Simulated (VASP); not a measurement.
# Si (Ibca) in VASP: notebook, part 2 of 2

VASP 6.6.1. The steps go on from the part before.

## 5. Single point, PBEsol (17.68 Å³/atom)

This run uses another cell than the first one, of 17.68 Å³/atom.

INCAR reads:

```
PREC     = Accurate       # precision mode
ENCUT    = 520            # plane-wave cutoff, eV
EDIFF    = 1E-6           # SCF threshold, eV
ISMEAR   = 0              # smearing method
SIGMA    = 0.15           # smearing width, eV
LREAL    = False          # projectors in reciprocal space
LASPH    = True           # aspherical terms in the spheres
NELM     = 100            # most SCF steps
ALGO     = Normal         # electronic algorithm
ISIF     = 2              # what is computed and relaxed
LWAVE    = False          # write WAVECAR
LCHARG   = True           # write CHGCAR
GGA      = PS             # functional
LELF     = True           # ELF
LVHAR    = True         
NBANDS   = 26             # bands
```

KPOINTS reads:

```
Automatic mesh
0
Gamma
  10 10 10
```

POSCAR reads:

```
Si
1.0
   -3.4167336584      3.4167336584      3.0285927148
    3.4167336584     -3.4167336584      3.0285927148
    3.4167336584      3.4167336584     -3.0285927148
Si
8
Direct
    0.2047947401      0.2047947401      0.2047947401
    0.5000000000      0.0000000000      0.2952052599
    0.2952052599      0.5000000000      0.0000000000
    0.0000000000      0.2952052599      0.5000000000
    0.7952052599      0.7952052599      0.7952052599
    0.5000000000      0.0000000000      0.7047947401
    0.7047947401      0.5000000000      0.0000000000
    0.0000000000      0.7047947401      0.5000000000
```

Potentials or basis: VASP PAW PBE potentials, release 64 (Si).

On the command line:

```console
cat potpaw_PBE.64/Si/POTCAR > POTCAR
mpirun -np 1 vasp_std > vasp.out
```

OUTCAR:

```text
PREC = Accurate
   ENCUT = 520
   EDIFF = 1E-6
   ISMEAR = 0
   LREAL = False
   LASPH = True
   NELM = 100
   ISIF = 2
   GGA = PS

 ion  position               nearest neighbor table
   1  0.205  0.205  0.205-   3 2.27   5 2.34   4 2.37   2 2.46
   2  0.500  0.000  0.295-   4 2.27   6 2.34   3 2.37   1 2.46
   3  0.295  0.500  0.000-   1 2.27   7 2.34   2 2.37   4 2.46
   4  0.000  0.295  0.500-   2 2.27   8 2.34   1 2.37   3 2.46
   5  0.795  0.795  0.795-   7 2.27   1 2.34   8 2.37   6 2.46
   6  0.500  0.000  0.705-   8 2.27   2 2.34   7 2.37   5 2.46
   7  0.705  0.500  0.000-   5 2.27   3 2.34   6 2.37   8 2.46
   8  0.000  0.705  0.500-   6 2.27   4 2.34   5 2.37   7 2.46

  LATTYP: Found a body centered tetragonal cell.
 ALAT       =     6.8334673168
 C/A-ratio  =     0.8864000000

  Lattice vectors:

 A1 = (  -3.4167336584,   3.4167336584,   3.0285927148)
 A2 = (   3.4167336584,  -3.4167336584,   3.0285927148)
[... 185 lines left out ...]
  ---------------------------------------------------
  free energy    TOTEN  =       -44.41504494 eV

  energy without entropy =      -44.39804387  energy(sigma->0) =      -44.40654440

 E-fermi :   7.3834     XC(G=0): -10.2109

 val. band max:        7.3820740653   @ k =  -0.2000   0.2000   0.2000
 cond. band min:       7.3886804704   @ k =   0.4000  -0.4000   0.4000
 fundamental gap:      0.0066064050
 Fermi energy:         7.3833608299

 k-point     1 :       0.0000    0.0000    0.0000
  band No.  band energies     occupation
      1      -5.5443      2.00000
      2      -1.2577      2.00000
      3      -1.0159      2.00000
      4      -0.3871      2.00000
      5      -0.0967      2.00000
      6       0.6798      2.00000
[... 685 lines left out ...]
     25      12.3474      0.00000
     26      12.5634      0.00000

 [... further k-points ...]
[... 5 lines left out ...]
  --------------------------------------------------------------------------------------
  -------------------------------------------------------------------------------------
  Total       -2.9430228     -1.9739670     10.8406992     -0.0000000      0.0000000      0.0000000
  in kB      -33.3411893    -22.3628608    122.8131192     -0.0000000      0.0000000      0.0000000
  external PRESSURE =      22.3696897 kB  Pullay stress =       0.0000000 kB

 VOLUME and BASIS-vectors are now :
 -----------------------------------------------------------------------------
  energy-cutoff  :      520.00
  volume of cell :      141.42
      direct lattice vectors                 reciprocal lattice vectors
    -3.416733658  3.416733658  3.028592715     0.000000000  0.146338594  0.165093179
     3.416733658 -3.416733658  3.028592715     0.146338594  0.000000000  0.165093179
     3.416733658  3.416733658 -3.028592715     0.146338594  0.146338594  0.000000000

 POSITION                                       TOTAL-FORCE (eV/Angst)
 -----------------------------------------------------------------------------------
      0.69973      0.69973      0.62024        -0.110726      0.803311     -0.460275
     -0.69973      2.71700      0.62024         0.110726     -0.803311     -0.460275
      0.69973     -0.69973      2.40835        -0.110726     -0.803311      0.460275
      2.71700      0.69973     -0.62024         0.110726      0.803311      0.460275
      2.71700      2.71700      2.40835         0.110726     -0.803311      0.460275
      0.69973      4.11646     -0.62024        -0.110726      0.803311      0.460275
     -0.69973      0.69973      3.64883         0.110726      0.803311     -0.460275
      4.11646     -0.69973      0.62024        -0.110726     -0.803311     -0.460275
 -----------------------------------------------------------------------------------
    total drift:                                0.000000     -0.000000      0.000000

  FREE ENERGIE OF THE ION-ELECTRON SYSTEM (eV)
  ---------------------------------------------------
  free  energy   TOTEN  =       -44.4150449360 eV

  energy  without entropy=      -44.3980438717  energy(sigma->0) =      -44.40654440
```

OSZICAR:

```text
N       E                     dE             d eps       ncg     rms          rms(c)
DAV:   1     0.567233233278E+02    0.56723E+02   -0.12224E+04  8892   0.103E+03
DAV:   2    -0.404618364752E+02   -0.97185E+02   -0.89554E+02 10964   0.146E+02
DAV:   3    -0.451908899257E+02   -0.47291E+01   -0.46078E+01 11782   0.288E+01
DAV:   4    -0.452627386453E+02   -0.71849E-01   -0.71547E-01 11156   0.437E+00
DAV:   5    -0.452639416784E+02   -0.12030E-02   -0.12018E-02 11712   0.523E-01    0.996E+00
DAV:   6    -0.446078423240E+02    0.65610E+00   -0.45474E-01 10914   0.291E+00    0.580E+00
DAV:   7    -0.444222344515E+02    0.18561E+00   -0.52033E-01 11302   0.296E+00    0.819E-01
DAV:   8    -0.444152859187E+02    0.69485E-02   -0.84564E-02 10332   0.139E+00    0.413E-01
DAV:   9    -0.444155166762E+02   -0.23076E-03   -0.39681E-03 10464   0.351E-01    0.185E-01
DAV:  10    -0.444150811236E+02    0.43555E-03   -0.63554E-04 11056   0.130E-01    0.660E-02
DAV:  11    -0.444150517717E+02    0.29352E-04   -0.37879E-04 11046   0.802E-02    0.334E-02
DAV:  12    -0.444150459779E+02    0.57939E-05   -0.52856E-05 10298   0.346E-02    0.182E-02
DAV:  13    -0.444150449678E+02    0.10101E-05   -0.35930E-06 10832   0.795E-03    0.315E-03
DAV:  14    -0.444150449360E+02    0.31818E-07   -0.26773E-07  5462   0.252E-03
   1 F= -.44415045E+02 E0= -.44406544E+02  d E =-.170011E-01
```

Wall time 18 min (1 thread of Intel Xeon 8259CL, shared host); peak memory 0.55 GiB.

Results:

* Free energy: -44.4150 eV
* Pressure: 2.2 GPa
* Largest force: 0.932 eV/Å
* Band gap on the k mesh: zero (bands 16 and 17 overlap by 0.53 eV)

Forces in eV/Å, atoms in the order of the input:
```
Si  -0.111  0.803 -0.460
Si   0.111 -0.803 -0.460
Si  -0.111 -0.803  0.460
Si   0.111  0.803  0.460
Si   0.111 -0.803  0.460
Si  -0.111  0.803  0.460
Si   0.111  0.803 -0.460
Si  -0.111 -0.803 -0.460
```

Levels at points of the mesh, in eV from the Fermi level:
```
           k point  band 14  band 15  band 16  band 17  band 18  band 19
(0.00, 0.00, 0.00)    -2.00    -1.91     0.25     0.80     0.92     3.42
(0.50, 0.00, 0.00)    -1.88    -1.69    -1.69     0.82     0.82     1.81
(0.50, 0.00, 0.50)    -1.74    -1.15    -1.15    -0.06    -0.06     2.00
(0.50, 0.50, 0.00)    -2.22    -1.07    -1.07     0.26     0.26     1.64
(0.50, 0.50, 0.50)    -0.60    -0.22     0.08     0.71     1.90     2.50
```

Caveat: the stress differs along the axes, from -3 to 12 GPa; semilocal functionals underestimate gaps, and a narrow one can read as zero; the PAW data sets were made with another functional, which shifts forces and pressure a little.

## 6. Single point, PBEsol (17.68 Å³/atom)

This run uses another cell than the first one, of 17.68 Å³/atom.

INCAR reads:

```
SYSTEM = Si
  PREC = Accurate
  ENCUT = 520
  EDIFF = 1E-6
  ISMEAR = 0
  SIGMA = 0.15
  LREAL = .FALSE.
  LASPH = .TRUE.
  NELM = 60
  ALGO = Normal
  ISIF = 2
  LWAVE = .FALSE.
  LCHARG = .FALSE.
  GGA = PS
  NBANDS = 26
```

KPOINTS reads:

```
regular mesh
0
G
  10 10 10
  0 0 0
```

Changes to POSCAR since step 5:

```diff
@@ -2,5 +2,5 @@
 1.0
-   -3.4167336584      3.4167336584      3.0285927148
-    3.4167336584     -3.4167336584      3.0285927148
-    3.4167336584      3.4167336584     -3.0285927148
+   -3.1782337025      3.1782337025      3.5001887765
+    3.1782337025     -3.1782337025      3.5001887765
+    3.1782337025      3.1782337025     -3.5001887765
 Si
```

Potentials or basis: VASP PAW PBE potentials, release 64 (Si).

On the command line:

```console
cat potpaw_PBE.64/Si/POTCAR > POTCAR
mpirun -np 1 vasp_std > vasp.out
```

OUTCAR:

```text
SYSTEM = Si
   PREC = Accurate
   ENCUT = 520
   EDIFF = 1E-6
   ISMEAR = 0
   LREAL = .FALSE.
   LASPH = .TRUE.
   NELM = 60
   ISIF = 2
   GGA = PS

 ion  position               nearest neighbor table
   1  0.205  0.205  0.205-   2 2.28   5 2.33   4 2.36   3 2.44
   2  0.500  0.000  0.295-   1 2.28   6 2.33   3 2.36   4 2.44
   3  0.295  0.500  0.000-   4 2.28   7 2.33   2 2.36   1 2.44
   4  0.000  0.295  0.500-   3 2.28   8 2.33   1 2.36   2 2.44
   5  0.795  0.795  0.795-   6 2.28   1 2.33   8 2.36   7 2.44
   6  0.500  0.000  0.705-   5 2.28   2 2.33   7 2.36   8 2.44
   7  0.705  0.500  0.000-   8 2.28   3 2.33   6 2.36   5 2.44
[... 911 lines left out ...]
  Total        6.0376666      6.5715891     -6.7973150      0.0000000      0.0000000      0.0000000
  in kB       68.4000774     74.4488280    -77.0060523      0.0000000      0.0000000      0.0000000
  external PRESSURE =      21.9476177 kB  Pullay stress =       0.0000000 kB

 VOLUME and BASIS-vectors are now :
 -----------------------------------------------------------------------------
  energy-cutoff  :      520.00
  volume of cell :      141.42
      direct lattice vectors                 reciprocal lattice vectors
    -3.178233703  3.178233703  3.500188776     0.000000000  0.157320086  0.142849438
     3.178233703 -3.178233703  3.500188776     0.157320086  0.000000000  0.142849438
     3.178233703  3.178233703 -3.500188776     0.157320086  0.157320086  0.000000000

 POSITION                                       TOTAL-FORCE (eV/Angst)
 -----------------------------------------------------------------------------------
      0.65089      0.65089      0.71682         0.327613     -0.512846      0.343578
     -0.65089      2.52735      0.71682        -0.327613      0.512846      0.343578
      0.65089     -0.65089      2.78337         0.327613      0.512846     -0.343578
      2.52735      0.65089     -0.71682        -0.327613     -0.512846     -0.343578
      2.52735      2.52735      2.78337        -0.327613      0.512846     -0.343578
      0.65089      3.82912     -0.71682         0.327613     -0.512846     -0.343578
     -0.65089      0.65089      4.21701        -0.327613     -0.512846      0.343578
      3.82912     -0.65089      0.71682         0.327613      0.512846      0.343578
 -----------------------------------------------------------------------------------
    total drift:                                0.000000     -0.000000      0.000000

  FREE ENERGIE OF THE ION-ELECTRON SYSTEM (eV)
  ---------------------------------------------------
  free  energy   TOTEN  =       -44.5841692255 eV

  energy  without entropy=      -44.5683273240  energy(sigma->0) =      -44.57624827
```

stdout:

```text
POSCAR found type information on POSCAR Si
 POSCAR found :  1 types and       8 ions
 scaLAPACK will be used
 -----------------------------------------------------------------------------
|                                                                             |
|                                                                             |
|     You enforced a specific xc type in the INCAR file but a different       |
|     I HOPE YOU KNOW WHAT YOU ARE DOING!                                     |
|                                                                             |
 -----------------------------------------------------------------------------

 LDA part: xc-table for (Slater+PW92), standard interpolation
 POSCAR, INCAR and KPOINTS ok, starting setup
 FFT: planning ... GRIDC
 FFT: planning ... GRID_SOFT
 FFT: planning ... GRID
 WAVECAR not read
 entering main loop
```

It took 15 min on 1 thread of Intel Xeon 8259CL, shared host; peak memory 0.55 GiB.

What came out:

| Property | Result |
| --- | --- |
| Free energy | -44.5842 eV |
| Pressure | 2.2 GPa |
| Largest force | 0.699 eV/Å |
| Band gap on the k mesh | zero (bands 16 and 17 overlap by 0.44 eV) |

Forces in eV/Å, atoms in the order of the input:
```
Si   0.328 -0.513  0.344
Si  -0.328  0.513  0.344
Si   0.328  0.513 -0.344
Si  -0.328 -0.513 -0.344
Si  -0.328  0.513 -0.344
Si   0.328 -0.513 -0.344
Si  -0.328 -0.513  0.344
Si   0.328  0.513  0.344
```

Caveat: the stress differs along the axes, from -8 to 7 GPa; semilocal functionals underestimate gaps, and a narrow one can read as zero; the PAW data sets were made with another functional, which shifts forces and pressure a little.

## 7. The runs side by side

```tsv
cell	gap on the mesh (eV)	pressure (GPa)	largest force (eV/Å)
a = 5.749 Å, angles 108.2, 108.2, 112.1°, 8 atoms	none	-1.3	0.30
a = 5.688 Å, angles 108.2, 108.2, 112.1°, 8 atoms	none	2.0	0.36
a = 5.734 Å, angles 112.9, 112.9, 102.8°, 8 atoms	none	0.7	0.81
a = 5.703 Å, angles 106.4, 106.4, 115.8°, 8 atoms	none	2.2	0.93
a = 5.697 Å, angles 112.2, 112.2, 104.2°, 8 atoms	none	2.2	0.70
```

Alike in all rows: task single point; level PBEsol; potentials or basis VASP PAW PBE potentials, release 64 (Si); no spin polarisation; k mesh 10 × 10 × 10; cutoff (eV) 520; smearing gaussian 0.15 eV.

Caveats: semilocal functionals underestimate gaps, and a narrow one can read as zero; the PAW data sets were made with another functional, which shifts forces and pressure a little; the stress differs along the axes, from -4 to 3 GPa (at least some runs); the stress differs along the axes, from -0 to 7 GPa (at least some runs); the stress differs along the axes, from -11 to 7 GPa (at least some runs); the stress differs along the axes, from -3 to 12 GPa (at least some runs); the stress differs along the axes, from -8 to 7 GPa (at least some runs).

Total energies depend on the potentials used, so only differences within one code and one set of settings carry meaning.
